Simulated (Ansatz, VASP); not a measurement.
## Two plane-wave programs on TaTi3Si8

File INCAR:

```
SYSTEM = TaTi3Si8
ALGO     = Normal         ! electronic algorithm
EDIFF    = 1E-6           ! SCF threshold, eV
ENCUT    = 520            ! plane-wave cutoff, eV
GGA      = PE             ! functional
ISIF     = 2              ! what is computed and relaxed
ISMEAR   = 0              ! smearing method
LASPH    = .True.         ! aspherical terms in the spheres
LCHARG   = .False.        ! write CHGCAR
LREAL    = .False.        ! projectors in reciprocal space
LWAVE    = .False.        ! write WAVECAR
NBANDS   = 52             ! bands
NELM     = 60             ! most SCF steps
PREC     = Accurate       ! precision mode
SIGMA    = 0.1            ! smearing width, eV
```

KPOINTS

```
k-points
0
Gamma
  4 4 2
  0 0 0
```

POSCAR

```
TaTi3Si8
1.0
    2.4107531000     -4.2900402000      0.0000000000
    2.4107531000      4.2900402000      0.0000000000
    0.0000000000      0.0000000000      8.2932263000
Ti Ta Si
3 1 8
Direct
    0.0000000000      0.5000000000      0.2500590000
    0.5000000000      0.0000000000      0.7499410000
    0.0000000000      0.0000000000      0.0000000000
    0.5000000000      0.5000000000      0.5000000000
    0.0000000000      0.5000000000      0.5946150000
    0.5000000000      0.0000000000      0.0862720000
    0.0000000000      0.5000000000      0.9137280000
    0.5000000000      0.0000000000      0.4053850000
    0.5000000000      0.5000000000      0.8398850000
    0.0000000000      0.0000000000      0.3348260000
    0.5000000000      0.5000000000      0.1601150000
    0.0000000000      0.0000000000      0.6651740000
```

Input for Ansatz:

```yaml
crystal:
  lattice:
    - [2.4107531, -4.2900402, 0.0]
    - [2.4107531, 4.2900402, 0.0]
    - [0.0, 0.0, 8.2932263]
  atoms:
    - { symbol: Ti, position: [0.0, 0.5, 0.250059] }
    - { symbol: Ti, position: [0.5, 0.0, 0.749941] }
    - { symbol: Ti, position: [0.0, 0.0, 0.0] }
    - { symbol: Ta, position: [0.5, 0.5, 0.5] }
    - { symbol: Si, position: [0.0, 0.5, 0.594615] }
    - { symbol: Si, position: [0.5, 0.0, 0.086272] }
    - { symbol: Si, position: [0.0, 0.5, 0.913728] }
    - { symbol: Si, position: [0.5, 0.0, 0.405385] }
    - { symbol: Si, position: [0.5, 0.5, 0.839885] }
    - { symbol: Si, position: [0.0, 0.0, 0.334826] }
    - { symbol: Si, position: [0.5, 0.5, 0.160115] }
    - { symbol: Si, position: [0.0, 0.0, 0.665174] }
basis:
  ecutwfc: 420
kpoints:
  mp_grid: { grid: [4, 4, 2] }
hamiltonian:
  xc: pbe
scf:
  occupations: { method: gaussian, width: 0.1 }
  lower_state_search: "off"
output:
  forces: true
  stress: true
  eigenvalues: true
```

Alike in both runs: task single point; functional PBE; k mesh 4 × 4 × 2; occupations gaussian, width 0.1 eV; no spin polarisation.

```csv
,VASP,Ansatz
version,VASP 6.6.1,Ansatz 0.2.0
potentials or method,"VASP PAW PBE potentials, release 64 (Ti_sv, Ta_pv, Si), cutoff 520 eV","scalar-relativistic, plane waves, PAW"
valence electrons in the cell,79,81
```

Ansatz gave:

* gap on the k mesh at the Fermi level (eV): none
* pressure (GPa): 0.0
* traceless stress, the component that is largest in VASP (GPa): 2.00
* rms of the force components (eV/Å): 0.008

Task: Estimate VASP's values.

Result: gap on the k mesh at the Fermi level (eV): none; pressure (GPa): 0.0; traceless stress, the component that is largest in VASP (GPa): 2.00; rms of the force components (eV/Å): 0.007.

Atom by atom the forces differ by 0.002 eV/Å (rms over components). A gap of «none» marks a metal or a gap that the smearing closes. The functional is the same, so the differences come from potentials, cutoffs and numerics. VASP's potentials hold 79 valence electrons a cell and Ansatz's 81, so a difference there can come from the potentials and not from the codes.

The k mesh is coarse, so the values compare programs but aren't converged. Spin-orbit coupling is off throughout.
